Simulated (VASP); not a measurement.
A run of VASP 6.6.1 is set up as follows.

File INCAR:

```
SYSTEM = Hf2Si3
ALGO     = Normal         ! electronic algorithm
EDIFF    = 1E-7           ! SCF threshold, eV
ENCUT    = 520            ! plane-wave cutoff, eV
GGA      = PE             ! functional
ISIF     = 2              ! what is computed and relaxed
ISMEAR   = 0              ! smearing method
LASPH    = .TRUE.         ! aspherical terms in the spheres
LCHARG   = .FALSE.        ! write CHGCAR
LREAL    = .FALSE.        ! projectors in reciprocal space
LWAVE    = .FALSE.        ! write WAVECAR
NBANDS   = 24             ! bands
NELM     = 60             ! most SCF steps
PREC     = Accurate       ! precision mode
SIGMA    = 0.1            ! smearing width, eV
```

Contents of KPOINTS:

```
k-points
0
G
  4 4 4
  0 0 0
```

Contents of POSCAR:

```
Hf2Si3
1.0
    2.6206795400     -2.7643685200      0.0000000000
    2.6206795400      2.7643685200      0.0000000000
    0.0000000000      0.0000000000      6.6599598900
Hf Si
2 3
Direct
    0.5000000000      0.5000000000      0.3287587900
    0.5000000000      0.5000000000      0.6712412100
    0.5000000000      0.5000000000      0.0000000000
    0.0000000000      0.5000000000      0.0000000000
    0.5000000000      0.0000000000      0.0000000000
```

Potentials or basis: VASP PAW PBE potentials, release 64 (Hf_pv, Si).

Command:

```console
$ cat potpaw_PBE.64/Hf_pv/POTCAR potpaw_PBE.64/Si/POTCAR > POTCAR
$ mpirun -np 1 vasp_std > vasp.out
```

**Question.** Predict the band gap on the k mesh.

**Answer.** Zero (band 16 reaches 6.33 eV, above the bottom of band 17 at 5.42 eV).

**Question.** Estimate the largest force.

**Answer.** 1.669 eV/Å.

**Question.** Estimate the pressure.

**Answer.** 49.9 GPa.

Stress tensor (GPa, compression positive):
```
47.33  0.00  0.00
 0.00 54.08  0.00
 0.00  0.00 48.36
```

Caveat: the k points lie up to 0.41 Å⁻¹ apart; spin-orbit coupling is left out, which moves the levels of the heavy elements; forces of over 1 eV/Å act on the atoms, so gaps and moduli don't describe the material at rest.
